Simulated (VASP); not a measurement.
## MgH2: single point with PBEsol

Crystal: MgH2.

```
CELL_PARAMETERS angstrom
3.00175 0.00000 0.00000
-1.50087 2.59959 0.00000
0.00000 0.00000 4.38128
ATOMIC_POSITIONS crystal
Mg 0.00000 0.00000 0.00000
H 0.66667 0.33333 0.78578
H 0.33333 0.66667 0.21422
```

| Quantity | Value |
| --- | --- |
| Program | VASP 6.6.1 |
| Task | single point |
| Functional | PBEsol |
| Potentials or basis | VASP PAW PBE potentials, release 64 (Mg, H) |
| Cutoff | 600 eV |
| k mesh | 9 × 9 × 6 |
| Occupations | fermi-dirac, width 0.03 eV |
| Spin | no spin polarisation |

- Pressure: -0.1 GPa
- Band gap on the k mesh: 3.84 eV (least direct gap 4.60 eV)

Forces on the atoms (eV/Å):
```
Mg   0.000  0.000  0.000
H    0.000  0.000  0.003
H    0.000  0.000 -0.003
```

Levels at points of the mesh, in eV from the valence-band top:
```csv
k point,band 1,band 2,band 3,band 4,band 5,band 6
"(0.00, 0.00, 0.00)",-6.32,-0.67,5.14,12.83,14.61,14.69
"(0.00, 0.00, 0.50)",-5.64,-2.73,9.77,11.53,15.02,15.02
```

It took 20 s on 1 thread of Intel Xeon 8259CL, on a shared host, peak memory 0.17 GiB.

Caveat: the PAW data sets were made with another functional, which shifts forces and pressure a little; an odd mesh through Γ misses points on the zone boundary, where band edges can lie.
